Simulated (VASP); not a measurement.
# Nb (P-1) in VASP: notebook, part 2 of 2

VASP 6.6.1. The steps go on from the part before.

**4. Single point, PBEsol**

This run uses another cell than the first one, of 19.08 Å³/atom, 1.005 times its volume.

Input file INCAR:

```
SYSTEM = Nb
PREC = Accurate ; ENCUT = 520
EDIFF = 1E-6 ; ISMEAR = -1
SIGMA = 0.05 ; LREAL = .FALSE.
LASPH = .TRUE. ; NELM = 80
ALGO = Normal ; ISIF = 2
LWAVE = .FALSE. ; LCHARG = .FALSE.
GGA = PS ; NBANDS = 12
```

Input file KPOINTS:

```
Automatic mesh
0
G
  6 6 6
  0 0 0
```

Input file POSCAR:

```
Nb
1.0
    0.0190015641      2.0904625355      2.1187595406
    2.1191201396     -0.0088747421      2.1466458635
    2.1242586754      2.1234773776     -0.0140132779
Nb
1
Direct
    0.0000000000      0.0000000000      0.0000000000
```

Potentials or basis: VASP PAW PBE potentials, release 64 (Nb_sv).

Started as:

```sh
> cat potpaw_PBE.64/Nb_sv/POTCAR > POTCAR
> mpirun -np 1 vasp_std > vasp.out
```

OUTCAR:

```text
SYSTEM = Nb
   PREC = Accurate
   ENCUT = 520
   EDIFF = 1E-6
   ISMEAR = -1
   LREAL = .FALSE.
   LASPH = .TRUE.
   NELM = 80
   ISIF = 2
   GGA = PS

 ion  position               nearest neighbor table
   1  0.000  0.000  0.000-

  Warning from LATTYP: Got some problem with cell dimensions!
  Tried to take original basis but could not verify dimensions!
  LATTYP: Found a triclinic cell.
 ALAT       =     2.9969847146
 B/A-ratio  =     1.0022192283
 C/A-ratio  =     0.9908608094
 COS(alpha) =     0.0003261485
 COS(beta)  =     0.4823131590
 COS(gamma) =     0.5079071454

  Lattice vectors:

 A1 = (   2.1052571113,   0.0330148421,  -2.1327728185)
 A2 = (   2.1242586754,   2.1234773776,  -0.0140132779)
 A3 = (   2.1001185755,  -2.0993372776,   0.0278863229)

Analysis of symmetry for initial positions (statically):
=====================================================================
 Subroutine PRICEL returns:
 Original cell was already a primitive cell.

 Routine SETGRP: Setting up the symmetry group for a
 triclinic supercell.

 Subroutine GETGRP returns: Found  2 space group operations
 (whereof  2 operations were pure point group operations)
[... 174 lines left out ...]
      4     -19.5330      2.00000
      5       4.3933      2.00000
      6      10.5156      1.76461
      7      10.6827      0.41874
      8      10.9130      0.00528
      9      13.1430      0.00000
     10      13.3442      0.00000
     11      22.4100      0.00000
     12      26.7337      0.00000
[... 331 lines left out ...]
 k-point    24 :       0.5000    0.0000    0.1667
  band No.  band energies     occupation
      1     -43.9218      2.00000
      2     -20.6074      2.00000
      3     -19.8952      2.00000
      4     -19.8077      2.00000
      5       7.5020      2.00000
      6       9.4479      2.00000
      7      10.8103      0.04049
      8      11.3036      0.00000
      9      15.3684      0.00000
     10      16.3921      0.00000
     11      20.7471      0.00000
     12      23.8727      0.00000

 [... further k-points ...]

------------------------ aborting loop because EDIFF is reached ----------------------------------------

  FORCE on cell =-STRESS in cart. coord.  units (eV):
  Direction    XX          YY          ZZ          XY          YZ          ZX
  --------------------------------------------------------------------------------------
  -------------------------------------------------------------------------------------
  Total       -1.1029098     -1.1290098     -0.6708516      0.0787739     -0.1088339      0.0164078
  in kB      -92.6023988    -94.7938015    -56.3259756      6.6140092     -9.1378964      1.3776301
  external PRESSURE =     -81.2407253 kB  Pullay stress =       0.0000000 kB

 VOLUME and BASIS-vectors are now :
 -----------------------------------------------------------------------------
  energy-cutoff  :      520.00
  volume of cell :       19.08
      direct lattice vectors                 reciprocal lattice vectors
     0.019001564  2.090462535  2.118759541    -0.238873429  0.240524043  0.236804818
     2.119120140 -0.008874742  2.146645863     0.237311901 -0.235877445  0.230598921
     2.124258675  2.123477378 -0.014013278     0.236151343  0.233155367 -0.232159334

 POSITION                                       TOTAL-FORCE (eV/Angst)
 -----------------------------------------------------------------------------------
      0.00000      0.00000      0.00000        -0.000000      0.000000      0.000000
 -----------------------------------------------------------------------------------
    total drift:                                0.000000      0.000000      0.000000

  FREE ENERGIE OF THE ION-ELECTRON SYSTEM (eV)
  ---------------------------------------------------
  free  energy   TOTEN  =       -10.5940612689 eV

  energy  without entropy=      -10.5790365745  energy(sigma->0) =      -10.58654892
```

OSZICAR:

```text
N       E                     dE             d eps       ncg     rms          rms(c)
DAV:   1     0.114177557630E+03    0.11418E+03   -0.71769E+03  2696   0.107E+03
DAV:   2    -0.625445633624E+01   -0.12043E+03   -0.11619E+03  2924   0.384E+02
DAV:   3    -0.108716132543E+02   -0.46172E+01   -0.44374E+01  3932   0.647E+01
DAV:   4    -0.111596107995E+02   -0.28800E+00   -0.28591E+00  3772   0.147E+01
DAV:   5    -0.111712112342E+02   -0.11600E-01   -0.11588E-01  4004   0.242E+00    0.672E+00
DAV:   6    -0.106600128861E+02    0.51120E+00   -0.75455E-01  4276   0.106E+01    0.235E+00
DAV:   7    -0.105911095138E+02    0.68903E-01   -0.22630E-01  4388   0.569E+00    0.103E+00
DAV:   8    -0.105940107510E+02   -0.29012E-02   -0.13527E-02  3336   0.150E+00    0.596E-02
DAV:   9    -0.105940456821E+02   -0.34931E-04   -0.92850E-04  4484   0.340E-01    0.293E-02
DAV:  10    -0.105940624151E+02   -0.16733E-04   -0.16995E-05  3312   0.530E-02    0.102E-02
DAV:  11    -0.105940612372E+02    0.11779E-05   -0.62142E-06  4140   0.347E-02    0.389E-03
DAV:  12    -0.105940612689E+02   -0.31755E-07   -0.35307E-07  2076   0.105E-02
   1 F= -.10594061E+02 E0= -.10586549E+02  d E =-.150247E-01
```

Run time: 14 s. Hardware: 1 thread of Intel Xeon Platinum 8259CL at 2.50GHz (Skylake/Cascade Lake), shared host; peak memory 0.15 GiB.

Results:

| Item | Value |
| --- | --- |
| Free energy | -10.5941 eV |
| Pressure | -8.1 GPa |

Caveat: the k points lie up to 0.43 Å⁻¹ apart; the PAW data sets were made with another functional, which shifts forces and pressure a little.

**5. The runs side by side**

| cell | gap on the mesh (eV) | pressure (GPa) |
| --- | --- | --- |
| a = 2.972, b = 3.011, c = 2.999 Å, angles 60.6, 60.2, 59.4°, 1 atom | none | -7.4 |
| a = 2.967, b = 3.006, c = 2.994 Å, angles 60.6, 60.2, 59.4°, 1 atom | none | -6.7 |
| a = 2.976, b = 3.016, c = 3.004 Å, angles 60.6, 60.2, 59.4°, 1 atom | none | -8.1 |

Alike in all rows: task single point; level PBEsol; potentials or basis VASP PAW PBE potentials, release 64 (Nb_sv); no spin polarisation; k mesh 6 × 6 × 6; cutoff (eV) 520; smearing fermi-dirac 0.05 eV.

Caveats: all runs use coarse meshes; the PAW data sets were made with another functional, which shifts forces and pressure a little.

Total energies depend on the potentials used, so only differences within one code and one set of settings carry meaning.
